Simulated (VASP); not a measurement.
A run of VASP 6.6.1:

Contents of POSCAR:

```
Rh
1.0
    0.0000000000      1.8996393431      1.8996393431
    1.8996393431      0.0000000000      1.8996393431
    1.8996393431      1.8996393431      0.0000000000
Rh
1
Direct
    0.0000000000      0.0000000000      0.0000000000
```

INCAR.step1

```
ALGO     = Normal         # electronic algorithm
EDIFF    = 1E-4           # SCF threshold, eV
ENCUT    = 520            # plane-wave cutoff, eV
GGA      = PE             # functional
ISMEAR   = -1             # smearing method
LASPH    = True           # aspherical terms in the spheres
LCHARG   = False          # write CHGCAR
LREAL    = False          # projectors in reciprocal space
LWAVE    = True           # write WAVECAR
NBANDS   = 14             # bands
NELM     = 60             # most SCF steps
PREC     = Accurate       # precision mode
SIGMA    = 0.05           # smearing width, eV
```

The input INCAR.step2:

```
ALGO     = Normal         # electronic algorithm
EDIFF    = 1E-7           # SCF threshold, eV
ENCUT    = 520            # plane-wave cutoff, eV
ISIF     = 2              # what is computed and relaxed
ISMEAR   = -1             # smearing method
ISTART   = 1            
LASPH    = True           # aspherical terms in the spheres
LCHARG   = False          # write CHGCAR
LMIXTAU  = True         
LREAL    = False          # projectors in reciprocal space
LWAVE    = False          # write WAVECAR
METAGGA  = R2SCAN         # meta-GGA
NBANDS   = 14             # bands
NELM     = 60             # most SCF steps
PREC     = Accurate       # precision mode
SIGMA    = 0.05           # smearing width, eV
```

File KPOINTS:

```
k-points
0
Gamma
  12 12 12
```

Potentials or basis: VASP PAW PBE potentials, release 64 (Rh_pv).

The run is started by

```sh
$ cat potpaw_PBE.64/Rh_pv/POTCAR > POTCAR
$ cp INCAR.step1 INCAR
$ mpirun -np 1 vasp_std > vasp.out
$ cp INCAR.step2 INCAR
$ mpirun -np 1 vasp_std > vasp.out
```

Hardware: 1 thread of AMD EPYC 9R45 (Zen 5) (shared host).

**Question.** How long does it take, and how much memory?

**Answer.** It took 36 s on 1 thread of AMD EPYC 9R45 (Zen 5), on a shared host, peak memory 0.1 GiB. Counts: k points 72.
